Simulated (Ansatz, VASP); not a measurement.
## One calculation of Na, two programs

```
Na
1.0
     0.00000    2.65467    2.65467
     2.65467    0.00000    2.65467
     2.65467    2.65467    0.00000
Na
1
Direct
  0.00000 0.00000 0.00000
```

Alike in both runs: functional BLYP; k mesh 10 × 10 × 10; occupations fermi-dirac, width 0.1 eV; no spin polarisation.

Ansatz relaxed the structure, and its values are those at the end. VASP's run is a single point on that final structure, the one shown.

|  | VASP | Ansatz |
| --- | --- | --- |
| version | VASP 6.6.1 | Ansatz 0.2.0 |
| potentials or method | VASP PAW PBE potentials, release 64 (Na_pv), cutoff 520 eV | plane waves (420 eV) with PAW, scalar-relativistic |
| valence electrons in the cell | 7 | 9 |

```csv
,VASP,Ansatz,Ansatz less VASP
pressure (GPa),0.0,0.0,+0.02
```

VASP's potentials were made for PBE, not for BLYP. VASP's potentials hold 7 valence electrons a cell and Ansatz's 9, so a difference there can come from the potentials and not from the codes.
